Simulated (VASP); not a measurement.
Input of a VASP 6.6.1 run:

Contents of INCAR:

```
SYSTEM = SiBi2Te5
PREC = Accurate
ENCUT = 500
EDIFF = 1E-7
ISMEAR = 0
SIGMA = 0.1
LREAL = .FALSE.
LASPH = .TRUE.
NELM = 120
ALGO = Normal
ISIF = 4
LWAVE = .FALSE.
LCHARG = .FALSE.
GGA = PE
IBRION = 2
NSW = 50
EDIFFG = -0.01
GGA_COMPAT = .FALSE.
NELMIN = 4
```

Contents of KPOINTS:

```
Automatic mesh
0
G
  12 12 2
  0 0 0
```

The input POSCAR:

```
SiBi2Te5
1.0
    4.1180107881      0.0000000000      0.0000000000
   -2.0590053941      3.5663019556      0.0000000000
    0.0000000000      0.0000000000     16.7788675250
Si Bi Te
1 2 5
Direct
    0.0000000000      0.0000000000      0.5000000000
    0.3333333333      0.6666666667      0.1286569315
    0.6666666667      0.3333333333      0.8713430685
    0.3333333333      0.6666666667      0.4123005717
    0.6666666667      0.3333333333      0.5876994283
    0.6666666667      0.3333333333      0.2388700607
    0.3333333333      0.6666666667      0.7611299393
    0.0000000000      0.0000000000      0.0000000000
```

Potentials or basis: VASP PAW PBE potentials, release 64 (Si, Bi_d, Te).

The run is started by

```console
$ cat potpaw_PBE.64/Si/POTCAR potpaw_PBE.64/Bi_d/POTCAR potpaw_PBE.64/Te/POTCAR > POTCAR
$ mpirun -np 1 vasp_std > vasp.out
```

(1) Estimate the band gap on the k mesh.

## Answers

(1) zero (bands 32 and 33 overlap by 0.80 eV).

Caveat: spin-orbit coupling is left out, which moves the levels of the heavy elements.
